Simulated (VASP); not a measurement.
# SrO: single point with BLYP

The system is SrO.

```
Sr O
1.0
     0.00000    2.56630    2.56630
     2.56630    0.00000    2.56630
     2.56630    2.56630    0.00000
Sr O
1 1
Direct
  0.50000 0.50000 0.50000
  0.00000 0.00000 0.00000
```

- Program: VASP 6.6.1
- Task: single point
- Functional: BLYP
- Potentials or basis: VASP PAW PBE potentials, release 64 (Sr_sv, O)
- Cutoff: 520 eV
- k mesh: 9 × 9 × 9
- Occupations: fermi-dirac, width 0.05 eV
- Spin: no spin polarisation

```yaml
Pressure: 6.9 GPa
Band_gap_on_the_k_mesh: 3.45 eV, indirect (least direct gap 3.54 eV)
```

Levels at points of the mesh, in eV from the valence-band top:
| k point | band 4 | band 5 | band 6 | band 7 | band 8 | band 9 | band 10 | band 11 | band 12 | band 13 |
| --- | --- | --- | --- | --- | --- | --- | --- | --- | --- | --- |
| (0.00, 0.00, 0.00) | -14.07 | -14.07 | 0.00 | 0.00 | 0.00 | 4.27 | 6.23 | 6.23 | 6.23 | 8.40 |

Wall time 62 s on 1 thread of AMD EPYC 7R13 (shared host), peak memory 0.13 GiB.

Caveat: the PAW data sets were made with another functional, which shifts forces and pressure a little. A hybrid or GW would open this gap; BLYP tends to underestimate it.
